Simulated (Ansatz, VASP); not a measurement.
## Two plane-wave programs on Cu

```
CELL_PARAMETERS angstrom
-1.46310 1.46310 1.35785
1.46310 -1.46310 1.35785
1.46310 1.46310 -1.35785
ATOMIC_POSITIONS crystal
Cu 0.00000 0.00000 0.00000
```

Alike in both runs: task single point; functional LDA; k mesh 22 × 22 × 22; occupations gaussian, width 0.15 eV; no spin polarisation.

```csv
,VASP,Ansatz
version,VASP 6.6.1,Ansatz 0.2.0
potentials or method,"VASP PAW LDA potentials, release 64 (Cu), cutoff 520 eV","scalar-relativistic, plane waves, PAW"
valence electrons in the cell,11,19
```

```tsv
	VASP	Ansatz	Ansatz less VASP
gap on the k mesh at the Fermi level (eV)	none	none	-
pressure (GPa)	-8.8	-9.8	-0.96
```

Ansatz warns that its potentials were made for another functional, while VASP's fit it. LDA's correlation is that of Perdew and Zunger in VASP and of Perdew and Wang (1992) in Ansatz. A gap of «none» marks a metal or a gap that the smearing closes. VASP's potentials hold 11 valence electrons a cell and Ansatz's 19, so a difference there can come from the potentials and not from the codes.
